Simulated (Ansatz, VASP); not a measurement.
# One calculation of TiC, two programs

```
Ti C
1.0
     0.00000    2.22892    2.16400
     2.22892    0.00000    2.16400
     2.22892    2.22892    0.00000
Ti C
1 1
Direct
  0.00000 0.00000 0.00000
  0.50000 0.50000 0.50000
```

Change from the starting cell: equal xx and yy strain of +3 %.

Alike in both runs: task single point; functional PBEsol; k mesh 16 × 16 × 16; occupations fermi-dirac, width 0.03 eV; no spin polarisation.

|  | VASP | Ansatz |
| --- | --- | --- |
| version | VASP 6.6.1 | Ansatz 0.2.0 |
| potentials or method | VASP PAW PBE potentials, release 64 (Ti_sv, C), cutoff 520 eV | all-electron LAPW, scalar-relativistic |

|  | VASP | Ansatz | Ansatz less VASP |
| --- | --- | --- | --- |
| pressure (GPa) | -18.3 | -18.5 | -0.16 |
| traceless stress, the component that is largest in VASP (GPa) | 5.95 | 5.90 | -0.052 |

VASP's potentials were made for PBE, not for PBEsol. Ansatz ran all-electron here, and VASP with PAW potentials.
